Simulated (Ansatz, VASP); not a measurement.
# C: VASP beside Ansatz

```
CELL_PARAMETERS angstrom
0.00000 2.16517 3.38246
1.25089 0.00000 3.38246
1.25089 2.16517 0.00000
ATOMIC_POSITIONS crystal
C 0.19020 0.80980 0.19020
C 0.80980 0.19020 0.80980
```

Alike in both runs: task single point; functional PBEsol; dispersion D3(BJ); k mesh 16 × 16 × 16; occupations gaussian, width 0.03 eV; no spin polarisation.

|  | VASP | Ansatz |
| --- | --- | --- |
| version | VASP 6.6.1 | Ansatz 0.2.0 |
| potentials or method | VASP PAW PBE potentials, release 64 (C), cutoff 520 eV | scalar-relativistic, plane waves, PAW |
| valence electrons in the cell | 8 | 8 |

```csv
,VASP,Ansatz,Ansatz less VASP
gap on the k mesh at the Fermi level (eV),none,none,-
pressure (GPa),-0.6,-1.0,-0.47
"traceless stress, the component that is largest in VASP (GPa)",13.07,12.37,-0.701
rms of the force components (eV/Å),4.134,4.122,-0.0114
```

VASP's potentials were made for PBE, not for PBEsol, and Ansatz warns of the same on its side. Atom by atom the forces differ by 0.011 eV/Å (rms over components). A gap of «none» marks a metal or a gap that the smearing closes.
